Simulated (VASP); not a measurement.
# Al (Fm-3m) in VASP: single point with PBE

Aim: the single point of Al with PBE.

Program: VASP 6.6.1. These are calculated values, not measurements. Logs are shortened: lines on timing, memory, paths and dates and some standing lists are left out, and cuts for length are marked.

## Step 1: The cell of the first run

Symmetry: Fm-3m, No. 225, cubic system. Conventional cell: a = 4.050 Å, b = 4.050 Å, c = 4.050 Å, α = 90.00°, β = 90.00°, γ = 90.00°. Within 3.8 Å of Al (site symmetry m-3m) lie 12 Al at 2.86 Å.

## Step 2: Single point, PBE

Input file INCAR:

```
SYSTEM = Al
ALGO     = Normal         ! electronic algorithm
EDIFF    = 1E-6           ! SCF threshold, eV
ENCUT    = 500            ! plane-wave cutoff, eV
GGA      = PE             ! functional
GGA_COMPAT= .FALSE.      
ISIF     = 2              ! what is computed and relaxed
ISMEAR   = 0              ! smearing method
LASPH    = .TRUE.         ! aspherical terms in the spheres
LCHARG   = .TRUE.         ! write CHGCAR
LELF     = .TRUE.         ! ELF
LREAL    = .FALSE.        ! projectors in reciprocal space
LVHAR    = .TRUE.       
LWAVE    = .FALSE.        ! write WAVECAR
NBANDS   = 8              ! bands
NELM     = 120            ! most SCF steps
PREC     = Accurate       ! precision mode
SIGMA    = 0.1            ! smearing width, eV
```

Input file KPOINTS:

```
k-points
0
G
  10 10 10
  0 0 0
```

Input file POSCAR:

```
Al
1.0
    0.0000000000      2.0248050000      2.0248050000
    2.0248050000      0.0000000000      2.0248050000
    2.0248050000      2.0248050000      0.0000000000
Al
1
Direct
    0.0000000000      0.0000000000      0.0000000000
```

Potentials or basis: VASP PAW PBE potentials, release 64 (Al).

On the command line:

```sh
$ cat potpaw_PBE.64/Al/POTCAR > POTCAR
$ mpirun -np 1 vasp_std > vasp.out
```

OUTCAR:

```text
SYSTEM = Al
   EDIFF = 1E-6
   ENCUT = 500
   GGA = PE
   ISIF = 2
   ISMEAR = 0
   LASPH = .TRUE.
   LREAL = .FALSE.
   NELM = 120
   PREC = Accurate

 ion  position               nearest neighbor table
   1  0.000  0.000  0.000-

  LATTYP: Found a face centered cubic cell.
 ALAT       =     4.0496100000

  Lattice vectors:

 A1 = (   0.0000000000,   2.0248050000,   2.0248050000)
 A2 = (   2.0248050000,   0.0000000000,   2.0248050000)
 A3 = (   2.0248050000,   2.0248050000,   0.0000000000)

Analysis of symmetry for initial positions (statically):
=====================================================================
 Subroutine PRICEL returns:
 Original cell was already a primitive cell.

 Routine SETGRP: Setting up the symmetry group for a
 face centered cubic supercell.

 Subroutine GETGRP returns: Found 48 space group operations
 (whereof 48 operations were pure point group operations)
 out of a pool of 48 trial point group operations.

The static configuration has the point symmetry O_h .

Analysis of symmetry for dynamics (positions and initial velocities):
=====================================================================
 Subroutine PRICEL returns:
 Original cell was already a primitive cell.

 Routine SETGRP: Setting up the symmetry group for a
 face centered cubic supercell.

 Subroutine GETGRP returns: Found 48 space group operations
 (whereof 48 operations were pure point group operations)
 out of a pool of 48 trial point group operations.

The dynamic configuration has the point symmetry O_h .

 Subroutine INISYM returns: Found 48 space group operations
 (whereof 48 operations are pure point group operations),
 and found     1 'primitive' translations

----------------------------------------------------------------------------------------

                                     Primitive cell

  volume of cell :      16.6027

  direct lattice vectors                    reciprocal lattice vectors
     0.000000000  2.024805000  2.024805000    -0.246937359  0.246937359  0.246937359
     2.024805000  0.000000000  2.024805000     0.246937359 -0.246937359  0.246937359
     2.024805000  2.024805000  0.000000000     0.246937359  0.246937359 -0.246937359

  length of vectors
     2.863506692  2.863506692  2.863506692     0.427708053  0.427708053  0.427708053

  position of ions in fractional coordinates (direct lattice)
     0.000000000  0.000000000  0.000000000

  ion indices of the primitive-cell ions
   primitive index   ion index
                 1           1

----------------------------------------------------------------------------------------

 KPOINTS: k-points

Automatic generation of k-mesh.
 Grid dimensions read from file:
 generate k-points for:   10   10   10

 Generating k-lattice:

  Cartesian coordinates                     Fractional coordinates (reciprocal lattice)
    -0.024693736  0.024693736  0.024693736     0.100000000  0.000000000  0.000000000
     0.024693736 -0.024693736  0.024693736     0.000000000  0.100000000  0.000000000
     0.024693736  0.024693736 -0.024693736     0.000000000  0.000000000  0.100000000

  Length of vectors
     0.042770805  0.042770805  0.042770805

  Shift w.r.t. Gamma in fractional coordinates (k-lattice)
     0.000000000  0.000000000  0.000000000

 Subroutine IBZKPT returns following result:
 ===========================================

 Found     47 irreducible k-points:

 Following reciprocal coordinates:
            Coordinates               Weight
  0.000000  0.000000  0.000000      1.000000
  0.100000  0.000000  0.000000      8.000000
  0.200000  0.000000  0.000000      8.000000
  0.300000  0.000000  0.000000      8.000000
  0.400000  0.000000  0.000000      8.000000
  0.500000  0.000000  0.000000      4.000000
[... 16 lines left out ...]
  0.300000  0.300000  0.000000      6.000000
  0.400000  0.300000  0.000000     24.000000
 [... further k-points ...]
   k-points           NKPTS =     47   k-points in BZ     NKDIM =     47   number of bands    NBANDS=      8
   number of dos      NEDOS =    301   number of ions     NIONS =      1
   total plane-waves  NPLWV =  13824
   dimension x,y,z NGX =    24 NGY =   24 NGZ =   24
   dimension x,y,z NGXF=    48 NGYF=   48 NGZF=   48
   ions per type =               1
   NGX,Y,Z   is equivalent  to a cutoff of  13.93, 13.93, 13.93 a.u.
   NGXF,Y,Z  is equivalent  to a cutoff of  27.87, 27.87, 27.87 a.u.
 SYSTEM =  Al
   PREC   = accura    normal or accurate (medium, high low for compatibility)
   ISTART =      0    job   : 0-new  1-cont  2-samecut
   ICHARG =      2    charge: 1-file 2-atom 10-const
   ISPIN  =      1    spin polarized calculation?
   LNONCOLLINEAR =      F non collinear calculations
   LSORBIT =      F    spin-orbit coupling
   LASPH  =      T    aspherical Exc in radial PAW
   ENCUT  =  500.0 eV  36.75 Ry    6.06 a.u.   5.22  5.22  5.22*2*pi/ulx,y,z
   NELM   =    120;   NELMIN=  2; NELMDL= -5     # of ELM steps
   EDIFF  = 0.1E-05   stopping-criterion for ELM
   LREAL  =      F    real-space projection
   EDIFFG = 0.1E-04   stopping-criterion for IOM
   NSW    =      0    number of steps for IOM
   IBRION =     -1    ionic relax: 0-MD 1-quasi-New 2-CG
   NFREE  =      0    steps in history (QN), initial steepest desc. (CG)
   ISIF   =      2    stress and relaxation
   ISYM   =      2    0-nonsym 1-usesym 2-fastsym
   POTIM  = 0.5000    time-step for ionic-motion
   TEBEG  =    0.0;   TEEND  =   0.0 temperature during run
   PSTRESS=    0.0 pullay stress
   NELECT =       3.0000    total number of electrons
   NUPDOWN=      -1.0000    fix difference up-down
   EMIN   =  10.00;   EMAX   =-10.00  energy-range for DOS
   EFERMI =   0.00;   METHOD = LEGACY
   ISMEAR =     0;   SIGMA  =   0.10  broadening in eV -4-tet -1-fermi 0-gaus
   EFERMI_NEDOS =   21; number of points for ismear=-14 and -15
   IALGO  =     38    algorithm
   IMIX   =      4    mixing-type and parameters
     AMIX     =   0.40;   BMIX     =  1.00
     AMIX_MAG =   1.60;   BMIX_MAG =  1.00
  volume/ion in A,a.u.               =      16.60       112.04
  Fermi-wavevector in a.u.,A,eV,Ry     =   0.925526  1.748991 11.654733  0.856599
  Thomas-Fermi vector in A             =   2.051390
   LORBIT       =      0    0 simple, 1 ext, 2 COOP (PROOUT), +10 PAW based schemes
   GGA     = PE    functional components
   LHFCALC =     F    Hartree Fock is set to
   AEXX    =    0.0000 exact exchange contribution
   IVDW    =     0    specifies the selected vdW correction
   LEPSILON=     F    determine dielectric tensor
   LRPA    =     F    only Hartree local field effects (RPA)
 non-spin polarized calculation
 Gauss-broadening in eV      SIGMA  =   0.10
  energy-cutoff  :      500.00
  volume of cell :       16.60
 maximum number of plane-waves:       444
 NGX is ok and might be reduce to    24
   NGX = 11   NGY = 11   NGZ = 11

 number of electron       3.0000000 magnetization

 Free energy of the ion-electron system (eV)
  ---------------------------------------------------
  ext. energy  EPLUGINS =         0.00000000
  ---------------------------------------------------
  free energy    TOTEN  =        -3.72765095 eV

  energy without entropy =       -3.72231769  energy(sigma->0) =       -3.72498432

 E-fermi :   8.0701     XC(G=0): -10.1749

 val. band max:        8.0632977445   @ k =  -0.4000   0.4000   0.1000
 cond. band min:       8.1241730239   @ k =  -0.3000   0.4000   0.1000
 fundamental gap:      0.0608752794
 Fermi energy:         8.0701402312

 k-point     1 :       0.0000    0.0000    0.0000
  band No.  band energies     occupation
      1      -3.1569      2.00000
      2      20.5194      0.00000
      3      20.5194      0.00000
      4      20.5194      0.00000
      5      21.9636      0.00000
      6      21.9636      0.00000
      7      21.9636      0.00000
      8      24.3549      0.00000

 k-point     2 :       0.1000    0.0000    0.0000
  band No.  band energies     occupation
      1      -2.8863      2.00000
      2      17.2311      0.00000
      3      19.7866      0.00000
      4      19.7866      0.00000
      5      22.6356      0.00000
      6      23.1002      0.00000
      7      23.1002      0.00000
      8      26.0028      0.00000

 k-point     3 :       0.2000    0.0000    0.0000
  band No.  band energies     occupation
      1      -2.0777      2.00000
      2      13.2487      0.00000
      3      19.0274      0.00000
      4      19.0274      0.00000
      5      22.3537      0.00000
      6      23.5133      0.00000
      7      23.5133      0.00000
      8      25.5990      0.00000

 k-point     4 :       0.3000    0.0000    0.0000
  band No.  band energies     occupation
      1      -0.7400      2.00000
      2       9.5673      0.00000
      3      18.6764      0.00000
      4      18.6764      0.00000
      5      21.7705      0.00000
      6      21.7705      0.00000
      7      22.1853      0.00000
      8      25.7482      0.00000

 k-point     5 :       0.4000    0.0000    0.0000
  band No.  band energies     occupation
      1       1.1124      2.00000
      2       6.2930      2.00000
      3      18.7711      0.00000
      4      18.7711      0.00000
      5      20.3282      0.00000
      6      20.3282      0.00000
      7      22.4000      0.00000
      8      24.2156      0.00000
[... 177 lines left out ...]
 k-point    22 :      -0.2000    0.2000    0.0000
  band No.  band energies     occupation
      1      -0.2969      2.00000
      2      11.0028      0.00000
      3      12.4693      0.00000
      4      19.0667      0.00000
      5      21.0852      0.00000
      6      23.3105      0.00000
      7      24.2932      0.00000
      8      25.2844      0.00000

 k-point    23 :       0.3000    0.3000    0.0000
  band No.  band energies     occupation
      1       0.0558      2.00000
      2      13.7994      0.00000
      3      14.6097      0.00000
      4      14.7282      0.00000
      5      14.7282      0.00000
      6      18.2172      0.00000
      7      30.1795      0.00000
      8      31.2917      0.00000

 k-point    24 :       0.4000    0.3000    0.0000
  band No.  band energies     occupation
      1       1.3710      2.00000
      2      11.3711      0.00000
      3      11.8002      0.00000
      4      14.3457      0.00000
      5      15.6526      0.00000
      6      19.2011      0.00000
      7      29.4659      0.00000
      8      31.6893      0.00000

 [... further k-points ...]

------------------------ aborting loop because EDIFF is reached ----------------------------------------

  FORCE on cell =-STRESS in cart. coord.  units (eV):
  Direction    XX          YY          ZZ          XY          YZ          ZX
  --------------------------------------------------------------------------------------
  -------------------------------------------------------------------------------------
  Total       -0.0621233     -0.0621233     -0.0621233      0.0000000     -0.0000000     -0.0000000
  in kB       -5.9949444     -5.9949444     -5.9949444      0.0000000     -0.0000000     -0.0000000
  external PRESSURE =      -5.9949444 kB  Pullay stress =       0.0000000 kB

 VOLUME and BASIS-vectors are now :
 -----------------------------------------------------------------------------
  energy-cutoff  :      500.00
  volume of cell :       16.60
      direct lattice vectors                 reciprocal lattice vectors
     0.000000000  2.024805000  2.024805000    -0.246937359  0.246937359  0.246937359
     2.024805000  0.000000000  2.024805000     0.246937359 -0.246937359  0.246937359
     2.024805000  2.024805000  0.000000000     0.246937359  0.246937359 -0.246937359

 POSITION                                       TOTAL-FORCE (eV/Angst)
 -----------------------------------------------------------------------------------
      0.00000      0.00000      0.00000         0.000000      0.000000      0.000000
 -----------------------------------------------------------------------------------
    total drift:                                0.000000     -0.000000     -0.000000

  FREE ENERGIE OF THE ION-ELECTRON SYSTEM (eV)
  ---------------------------------------------------
  free  energy   TOTEN  =        -3.7276509455 eV

  energy  without entropy=       -3.7223176874  energy(sigma->0) =       -3.72498432
```

Wall time 4.6 s (1 thread of Intel Xeon 6975P-C, shared host); peak memory 0.13 GiB.

What came out:

- Free energy: -3.7277 eV
- Pressure: -0.6 GPa

Levels at points of the mesh, in eV from the Fermi level:
| k point | band 1 | band 2 | band 3 | band 4 | band 5 | band 6 |
| --- | --- | --- | --- | --- | --- | --- |
| (0.00, 0.00, 0.00) | -11.23 | 12.45 | 12.45 | 12.45 | 13.89 | 13.89 |
| (0.50, 0.00, 0.00) | -4.70 | -4.51 | 11.21 | 11.21 | 11.30 | 11.30 |
| (0.50, 0.50, 0.00) | -3.04 | -1.73 | 5.12 | 5.43 | 5.43 | 8.87 |
